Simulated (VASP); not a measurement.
RbBiO3, 5 atoms in the cell. It takes space group Pm-3m (No. 221, cubic). Conventional cell: a = 4.424 Å, b = 4.424 Å, c = 4.424 Å, α = 90.00°, β = 90.00°, γ = 90.00°. Rb (site symmetry m-3m) has 12 O at 3.13 Å and 8 Bi at 3.83 Å within 4.1 Å. Within 2.9 Å of Bi (site symmetry m-3m) lie 6 O at 2.21 Å. O (site symmetry 4/mmm) has 2 Bi at 2.21 Å within 2.9 Å. 

* Program: VASP 6.6.1
* Task: single point
* Functional: LDA
* Potentials or basis: VASP PAW LDA potentials, release 64 (Rb_sv, Bi_d, O)
* Cutoff: 520 eV
* k mesh: 5 × 5 × 5
* Occupations: fermi-dirac, width 0.1 eV
* Spin: no spin polarisation
* Dipole correction: no
* Further INCAR settings: ALGO = Normal; EDIFF = 1e-06; NBANDS = 29

Potentials or basis: VASP PAW LDA potentials, release 64 (Rb_sv, Bi_d, O).

Command:

```bash
$ cat potpaw_LDA.64/Rb_sv/POTCAR potpaw_LDA.64/Bi_d/POTCAR potpaw_LDA.64/O/POTCAR > POTCAR
$ mpirun -np 1 vasp_std > vasp.out
```

Hardware: 1 thread of AMD EPYC 9R45 (Zen 5) (shared host).

Estimate the wall time of this run.

Run time: 14 s on 1 thread of AMD EPYC 9R45 (Zen 5), with other jobs on the host, peak memory 0.14 GiB. Counts: scf iterations 13, k points 10.
